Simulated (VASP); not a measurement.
# MoW3 (Fm-3m) in VASP: a series of runs

Runs on MoW3. Level: PBE. Tasks: single point, relaxation of cell and atoms.

All numbers are computed with VASP 6.6.1; they aren't measurements. Logs are shortened: lines on timing, memory, paths and dates and some standing lists are left out, and cuts for length are marked.

## Step 1: The cell of the first run

It takes space group Fm-3m (No. 225, cubic). The conventional cell has a = 6.356 Å, b = 6.356 Å, c = 6.356 Å, α = 90.00°, β = 90.00°, γ = 90.00°. Within 3.6 Å of Mo (site symmetry m-3m) lie 14 W at 2.75 to 3.18 Å. Within 3.6 Å of W (site symmetry -43m) lie 10 W at 2.75 to 3.18 Å and 4 Mo at 2.75 Å. W (site symmetry m-3m) has 8 W at 2.75 Å and 6 Mo at 3.18 Å within 3.6 Å.

The cell was generated, and may not be a known phase.

## Step 2: Single point, PBE

Contents of INCAR:

```
SYSTEM = MoW3
PREC = Accurate ; ENCUT = 520
EDIFF = 1E-6 ; ISMEAR = 0
SIGMA = 0.1 ; LREAL = .False.
LASPH = .True. ; NELM = 80
ALGO = Fast ; ISIF = 2
LWAVE = .False. ; LCHARG = .False.
GGA = PE ; NBANDS = 36
```

Contents of KPOINTS:

```
Automatic mesh
0
Gamma
  12 12 12
  0 0 0
```

Contents of POSCAR:

```
MoW3
1.0
    0.0000000000      3.1780352749      3.1780352749
    3.1780352749      0.0000000000      3.1780352749
    3.1780352749      3.1780352749      0.0000000000
Mo W
1 3
Direct
    0.0000000000      0.0000000000      0.0000000000
    0.7500000000      0.7500000000      0.7500000000
    0.5000000000      0.5000000000      0.5000000000
    0.2500000000      0.2500000000      0.2500000000
```

Potentials or basis: VASP PAW PBE potentials, release 64 (Mo_sv, W_sv).

Command:

```console
> cat potpaw_PBE.64/Mo_sv/POTCAR potpaw_PBE.64/W_sv/POTCAR > POTCAR
> mpirun -np 1 vasp_std > vasp.out
```

OUTCAR:

```text
SYSTEM = MoW3
   PREC = Accurate
   ENCUT = 520
   EDIFF = 1E-6
   ISMEAR = 0
   LREAL = .False.
   LASPH = .True.
   NELM = 80
   ISIF = 2
   GGA = PE

 ion  position               nearest neighbor table
   1  0.000  0.000  0.000-   2 2.75   2 2.75   2 2.75   4 2.75   4 2.75   4 2.75   4 2.75   2 2.75
                             3 3.18   3 3.18   3 3.18   3 3.18   3 3.18   3 3.18
   2  0.750  0.750  0.750-   3 2.75   3 2.75   3 2.75   1 2.75   1 2.75   1 2.75   3 2.75   1 2.75
                             4 3.18   4 3.18   4 3.18   4 3.18   4 3.18   4 3.18
   3  0.500  0.500  0.500-   4 2.75   4 2.75   4 2.75   2 2.75   2 2.75   2 2.75   4 2.75   2 2.75
                             1 3.18   1 3.18   1 3.18   1 3.18   1 3.18   1 3.18
   4  0.250  0.250  0.250-   1 2.75   1 2.75   1 2.75   3 2.75   3 2.75   3 2.75   3 2.75   1 2.75
                             2 3.18   2 3.18   2 3.18   2 3.18   2 3.18   2 3.18

  LATTYP: Found a face centered cubic cell.
 ALAT       =     6.3560705498

  Lattice vectors:

 A1 = (   0.0000000000,   3.1780352749,   3.1780352749)
 A2 = (   3.1780352749,   0.0000000000,   3.1780352749)
 A3 = (   3.1780352749,   3.1780352749,   0.0000000000)

Analysis of symmetry for initial positions (statically):
=====================================================================
 Subroutine PRICEL returns:
 Original cell was already a primitive cell.

 Routine SETGRP: Setting up the symmetry group for a
 face centered cubic supercell.

 Subroutine GETGRP returns: Found 48 space group operations
 (whereof 48 operations were pure point group operations)
 out of a pool of 48 trial point group operations.

The static configuration has the point symmetry O_h .

Analysis of symmetry for dynamics (positions and initial velocities):
=====================================================================
 Subroutine PRICEL returns:
 Original cell was already a primitive cell.

 Routine SETGRP: Setting up the symmetry group for a
 face centered cubic supercell.

 Subroutine GETGRP returns: Found 48 space group operations
 (whereof 48 operations were pure point group operations)
 out of a pool of 48 trial point group operations.

The dynamic configuration has the point symmetry O_h .

 Subroutine INISYM returns: Found 48 space group operations
 (whereof 48 operations are pure point group operations),
 and found     1 'primitive' translations

----------------------------------------------------------------------------------------

                                     Primitive cell

  volume of cell :      64.1957

  direct lattice vectors                    reciprocal lattice vectors
     0.000000000  3.178035275  3.178035275    -0.157329909  0.157329909  0.157329909
     3.178035275  0.000000000  3.178035275     0.157329909 -0.157329909  0.157329909
     3.178035275  3.178035275  0.000000000     0.157329909  0.157329909 -0.157329909

  length of vectors
     4.494420587  4.494420587  4.494420587     0.272503396  0.272503396  0.272503396

  position of ions in fractional coordinates (direct lattice)
     0.000000000  0.000000000  0.000000000
     0.750000000  0.750000000  0.750000000
     0.500000000  0.500000000  0.500000000
     0.250000000  0.250000000  0.250000000

  ion indices of the primitive-cell ions
   primitive index   ion index
                 1           1
                 2           2
                 3           3
                 4           4

----------------------------------------------------------------------------------------

 KPOINTS: Automatic mesh

Automatic generation of k-mesh.
 Grid dimensions read from file:
 generate k-points for:   12   12   12

 Generating k-lattice:

  Cartesian coordinates                     Fractional coordinates (reciprocal lattice)
    -0.013110826  0.013110826  0.013110826     0.083333333  0.000000000  0.000000000
     0.013110826 -0.013110826  0.013110826     0.000000000  0.083333333  0.000000000
     0.013110826  0.013110826 -0.013110826     0.000000000  0.000000000  0.083333333

  Length of vectors
     0.022708616  0.022708616  0.022708616

  Shift w.r.t. Gamma in fractional coordinates (k-lattice)
     0.000000000  0.000000000  0.000000000

 Subroutine IBZKPT returns following result:
 ===========================================

 Found     72 irreducible k-points:

 Following reciprocal coordinates:
            Coordinates               Weight
  0.000000  0.000000  0.000000      1.000000
  0.083333  0.000000  0.000000      8.000000
  0.166667  0.000000  0.000000      8.000000
  0.250000  0.000000  0.000000      8.000000
  0.333333  0.000000  0.000000      8.000000
  0.416667  0.000000  0.000000      8.000000
[... 16 lines left out ...]
  0.500000  0.166667  0.000000     24.000000
 -0.416667  0.166667  0.000000     24.000000
 [... further k-points ...]
   k-points           NKPTS =     72   k-points in BZ     NKDIM =     72   number of bands    NBANDS=     36
   number of dos      NEDOS =    301   number of ions     NIONS =      4
   total plane-waves  NPLWV =  46656
   dimension x,y,z NGX =    36 NGY =   36 NGZ =   36
   dimension x,y,z NGXF=    72 NGYF=   72 NGZF=   72
   ions per type =               1   3
   NGX,Y,Z   is equivalent  to a cutoff of  13.32, 13.32, 13.32 a.u.
   NGXF,Y,Z  is equivalent  to a cutoff of  26.63, 26.63, 26.63 a.u.
 SYSTEM =  MoW3
   PREC   = accura    normal or accurate (medium, high low for compatibility)
   ISTART =      0    job   : 0-new  1-cont  2-samecut
   ICHARG =      2    charge: 1-file 2-atom 10-const
   ISPIN  =      1    spin polarized calculation?
   LNONCOLLINEAR =      F non collinear calculations
   LSORBIT =      F    spin-orbit coupling
   LASPH  =      T    aspherical Exc in radial PAW
   ENCUT  =  520.0 eV  38.22 Ry    6.18 a.u.   8.36  8.36  8.36*2*pi/ulx,y,z
   NELM   =     80;   NELMIN=  2; NELMDL= -5     # of ELM steps
   EDIFF  = 0.1E-05   stopping-criterion for ELM
   LREAL  =      F    real-space projection
   EDIFFG = 0.1E-04   stopping-criterion for IOM
   NSW    =      0    number of steps for IOM
   IBRION =     -1    ionic relax: 0-MD 1-quasi-New 2-CG
   NFREE  =      0    steps in history (QN), initial steepest desc. (CG)
   ISIF   =      2    stress and relaxation
   ISYM   =      2    0-nonsym 1-usesym 2-fastsym
   POTIM  = 0.5000    time-step for ionic-motion
   TEBEG  =    0.0;   TEEND  =   0.0 temperature during run
   PSTRESS=    0.0 pullay stress
   NELECT =      56.0000    total number of electrons
   NUPDOWN=      -1.0000    fix difference up-down
   EMIN   =  10.00;   EMAX   =-10.00  energy-range for DOS
   EFERMI =   0.00;   METHOD = LEGACY
   ISMEAR =     0;   SIGMA  =   0.10  broadening in eV -4-tet -1-fermi 0-gaus
   EFERMI_NEDOS =   21; number of points for ismear=-14 and -15
   IALGO  =     68    algorithm
   IMIX   =      4    mixing-type and parameters
     AMIX     =   0.40;   BMIX     =  1.00
     AMIX_MAG =   1.60;   BMIX_MAG =  1.00
  volume/ion in A,a.u.               =      16.05       108.30
  Fermi-wavevector in a.u.,A,eV,Ry     =   1.564235  2.955976 33.291178  2.446833
  Thomas-Fermi vector in A             =   2.666889
   LORBIT       =      0    0 simple, 1 ext, 2 COOP (PROOUT), +10 PAW based schemes
   GGA     = PE    functional components
   LHFCALC =     F    Hartree Fock is set to
   AEXX    =    0.0000 exact exchange contribution
   IVDW    =     0    specifies the selected vdW correction
   LEPSILON=     F    determine dielectric tensor
   LRPA    =     F    only Hartree local field effects (RPA)
 non-spin polarized calculation
 RMM-DIIS sequential band-by-band and
 Gauss-broadening in eV      SIGMA  =   0.10
  energy-cutoff  :      520.00
  volume of cell :       64.20
 maximum number of plane-waves:      1759
 NGX is ok and might be reduce to    36
   NGX = 17   NGY = 17   NGZ = 17

 number of electron      56.0000007 magnetization

 Free energy of the ion-electron system (eV)
  ---------------------------------------------------
  ext. energy  EPLUGINS =         0.00000000
  ---------------------------------------------------
  free energy    TOTEN  =       -49.81589484 eV

  energy without entropy =      -49.80448620  energy(sigma->0) =      -49.81019052

 E-fermi :  11.4951     XC(G=0): -13.4907

 val. band max:       11.4707831601   @ k =   0.2500   0.0000   0.0000
 cond. band min:      11.5052205108   @ k =   0.5000   0.4167   0.0833
 fundamental gap:      0.0344373507
 Fermi energy:        11.4951479714

 k-point     1 :       0.0000    0.0000    0.0000
  band No.  band energies     occupation
      1     -62.6857      2.00000
      2     -62.6305      2.00000
      3     -62.4522      2.00000
      4     -49.5743      2.00000
      5     -27.0570      2.00000
      6     -27.0570      2.00000
[... 28 lines left out ...]
     35      16.2230      0.00000
     36      16.2260      0.00000

 k-point     2 :       0.0833    0.0000    0.0000
  band No.  band energies     occupation
      1     -62.6841      2.00000
      2     -62.6309      2.00000
      3     -62.4535      2.00000
      4     -49.5744      2.00000
      5     -27.0771      2.00000
      6     -27.0688      2.00000
[... 28 lines left out ...]
     35      15.4482      0.00000
     36      16.0615      0.00000

 k-point     3 :       0.1667    0.0000    0.0000
  band No.  band energies     occupation
      1     -62.6793      2.00000
      2     -62.6322      2.00000
      3     -62.4571      2.00000
      4     -49.5747      2.00000
      5     -27.1125      2.00000
      6     -27.0945      2.00000
[... 28 lines left out ...]
     35      14.5456      0.00000
     36      15.6749      0.00000
[... 742 lines left out ...]
 k-point    23 :       0.5000    0.1667    0.0000
  band No.  band energies     occupation
      1     -62.6512      2.00000
      2     -62.6416      2.00000
      3     -62.4758      2.00000
      4     -49.5760      2.00000
      5     -27.2196      2.00000
      6     -27.1833      2.00000
[... 28 lines left out ...]
     35      14.2740      0.00000
     36      14.7693      0.00000

 k-point    24 :      -0.4167    0.1667    0.0000
  band No.  band energies     occupation
      1     -62.6497      2.00000
      2     -62.6427      2.00000
      3     -62.4762      2.00000
      4     -49.5760      2.00000
      5     -27.2078      2.00000
      6     -27.1847      2.00000
[... 28 lines left out ...]
     35      14.4863      0.00000
     36      14.5498      0.00000

 [... further k-points ...]

------------------------ aborting loop because EDIFF is reached ----------------------------------------

  FORCE on cell =-STRESS in cart. coord.  units (eV):
  Direction    XX          YY          ZZ          XY          YZ          ZX
  --------------------------------------------------------------------------------------
  -------------------------------------------------------------------------------------
  Total        0.2087614      0.2087614      0.2087614      0.0000000      0.0000000      0.0000000
  in kB        5.2102027      5.2102027      5.2102027      0.0000000      0.0000000      0.0000000
  external PRESSURE =       5.2102027 kB  Pullay stress =       0.0000000 kB

 VOLUME and BASIS-vectors are now :
 -----------------------------------------------------------------------------
  energy-cutoff  :      520.00
  volume of cell :       64.20
      direct lattice vectors                 reciprocal lattice vectors
     0.000000000  3.178035275  3.178035275    -0.157329909  0.157329909  0.157329909
     3.178035275  0.000000000  3.178035275     0.157329909 -0.157329909  0.157329909
     3.178035275  3.178035275  0.000000000     0.157329909  0.157329909 -0.157329909

 POSITION                                       TOTAL-FORCE (eV/Angst)
 -----------------------------------------------------------------------------------
      0.00000      0.00000      0.00000         0.000000      0.000000      0.000000
      4.76705      4.76705      4.76705         0.000000     -0.000000      0.000000
      3.17804      3.17804      3.17804         0.000000      0.000000      0.000000
      1.58902      1.58902      1.58902        -0.000000      0.000000     -0.000000
 -----------------------------------------------------------------------------------
    total drift:                                0.000000      0.000000      0.000000

  FREE ENERGIE OF THE ION-ELECTRON SYSTEM (eV)
  ---------------------------------------------------
  free  energy   TOTEN  =       -49.8158948422 eV

  energy  without entropy=      -49.8044862035  energy(sigma->0) =      -49.81019052
```

It took 5.2 min on 1 thread of Intel Xeon 8259CL, shared host; peak memory 0.3 GiB.

What came out:

| Property | Result |
| --- | --- |
| Free energy | -49.8159 eV |
| Pressure | 0.5 GPa |
| Band gap on the k mesh | zero (bands 28 and 29 overlap by 0.47 eV) |

Levels at points of the mesh, in eV from the Fermi level:
| k point | band 26 | band 27 | band 28 | band 29 | band 30 | band 31 |
| --- | --- | --- | --- | --- | --- | --- |
| (0.00, 0.00, 0.00) | -1.24 | -1.24 | -1.24 | 1.94 | 1.94 | 2.92 |
| (0.50, 0.00, 0.00) | -2.86 | -2.81 | -2.81 | 1.89 | 1.89 | 2.33 |
| (0.50, 0.50, 0.00) | -0.63 | -0.47 | -0.47 | 0.86 | 0.86 | 1.02 |

Caveat: spin-orbit coupling is left out, which moves the levels of the heavy elements.

## Step 3: Relaxation of cell and atoms, PBE

Contents of INCAR:

```
ALGO     = Fast           # electronic algorithm
EDIFF    = 1E-7           # SCF threshold, eV
EDIFFG   = -0.01          # ionic threshold
ENCUT    = 600            # plane-wave cutoff, eV
GGA      = PE             # functional
IBRION   = 2              # ionic algorithm
ISIF     = 3              # what is computed and relaxed
ISMEAR   = 0              # smearing method
LASPH    = T              # aspherical terms in the spheres
LCHARG   = F              # write CHGCAR
LREAL    = F              # projectors in reciprocal space
LWAVE    = F              # write WAVECAR
NELM     = 80             # most SCF steps
NSW      = 100            # ionic steps
PREC     = Accurate       # precision mode
SIGMA    = 0.1            # smearing width, eV
```

Contents of KPOINTS:

```
k-points
0
Gamma
  12 12 12
```

Contents of POSCAR:

```
MoW3
1.0
    0.0000000000      3.1791801882      3.1791801882
    3.1791801882      0.0000000000      3.1791801882
    3.1791801882      3.1791801882      0.0000000000
Mo W
1 3
Direct
    0.0000000000      0.0000000000      0.0000000000
    0.7500000000      0.7500000000      0.7500000000
    0.5000000000      0.5000000000      0.5000000000
    0.2500000000      0.2500000000      0.2500000000
```

Potentials or basis: VASP PAW PBE potentials, release 64 (Mo_sv, W_sv).

Command:

```console
> cat potpaw_PBE.64/Mo_sv/POTCAR potpaw_PBE.64/W_sv/POTCAR > POTCAR
> mpirun -np 1 vasp_std > vasp.out
```

Run time: 13 min. Hardware: 1 thread of Intel Xeon 8259CL, shared host; peak memory 0.33 GiB.

Results (log left out):

```
Free energy                           : -49.8169 eV
Relaxed volume                        : 16.08 Å³/atom
Relaxed cell                          : a = 4.497 Å, b = 4.497 Å, c = 4.497 Å, α = 60.00°, β = 60.00°, γ = 60.00°
Space group after relaxing (to 0.1 Å) : Fm-3m (No. 225)
Energy gained by relaxing             : 0.0 meV/atom
Ionic steps                           : 3
Pressure after relaxing               : 0.0 GPa
Band gap on the k mesh                : zero (bands 28 and 29 overlap by 0.47 eV)
```

Final structure:
```cif
data_structure
_symmetry_space_group_name_H-M 'P 1'
_symmetry_Int_Tables_number 1
_cell_length_a 4.4971
_cell_length_b 4.4971
_cell_length_c 4.4971
_cell_angle_alpha 60.000
_cell_angle_beta 60.000
_cell_angle_gamma 60.000
_cell_volume 64.31
loop_
_atom_site_label
_atom_site_type_symbol
_atom_site_fract_x
_atom_site_fract_y
_atom_site_fract_z
_atom_site_occupancy
Mo1 Mo 0.00000 0.00000 0.00000 1
W1 W 0.75000 0.75000 0.75000 1
W2 W 0.50000 0.50000 0.50000 1
W3 W 0.25000 0.25000 0.25000 1
```

Levels at points of the mesh, in eV from the Fermi level:
| k point | band 25 | band 26 | band 27 | band 28 | band 29 | band 30 | band 31 | band 32 |
| --- | --- | --- | --- | --- | --- | --- | --- | --- |
| (0.00, 0.00, 0.00) | -2.80 | -1.24 | -1.24 | -1.24 | 1.94 | 1.94 | 2.92 | 2.92 |
| (0.50, 0.00, 0.00) | -2.85 | -2.85 | -2.81 | -2.81 | 1.88 | 1.88 | 2.33 | 2.34 |
| (0.50, 0.50, 0.00) | -0.63 | -0.63 | -0.47 | -0.47 | 0.85 | 0.85 | 1.02 | 1.35 |

Caveat: spin-orbit coupling is left out, which moves the levels of the heavy elements.

The gap in the log of VASP goes by the Fermi energy; the results here count the filled bands.